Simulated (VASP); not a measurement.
A run of VASP 6.6.1:

INCAR

```
SYSTEM = C
PREC = Accurate
ENCUT = 520
EDIFF = 1E-6
ISMEAR = 0
SIGMA = 0.1
LREAL = .FALSE.
LASPH = .TRUE.
NELM = 60
ALGO = Normal
ISIF = 2
LWAVE = .FALSE.
LCHARG = .FALSE.
LDIPOL = .TRUE.
IDIPOL = 3
DIPOL = 0.5 0.5 0.352
GGA = PE
IVDW = 12
NBANDS = 16
```

Contents of KPOINTS:

```
regular mesh
0
G
  15 15 1
  0 0 0
```

File POSCAR:

```
C
1.0
    2.4657189596      0.0000000000      0.0000000000
   -1.2328594798      2.1353752576      0.0000000000
    0.0000000000      0.0000000000     17.5000000000
C
4
Direct
    0.3333333333      0.6666666667      0.2571428571
    0.6666666667      0.3333333333      0.2571428571
    0.3333333333      0.8333333333      0.4462857143
    0.6666666667      0.5000000000      0.4462857143
```

Potentials or basis: VASP PAW PBE potentials, release 64 (C).

The run is started by

```sh
$ cat potpaw_PBE.64/C/POTCAR > POTCAR
$ mpirun -np 1 vasp_std > vasp.out
```

Hardware: 1 thread of Intel Xeon 8259CL, with other jobs on the host.

Question: How long does it take, and how much memory?

Answer: It took 3.1 min on 1 thread of Intel Xeon 8259CL, on a shared host, peak memory 0.24 GiB. Counts: scf iterations 20, k points 64.
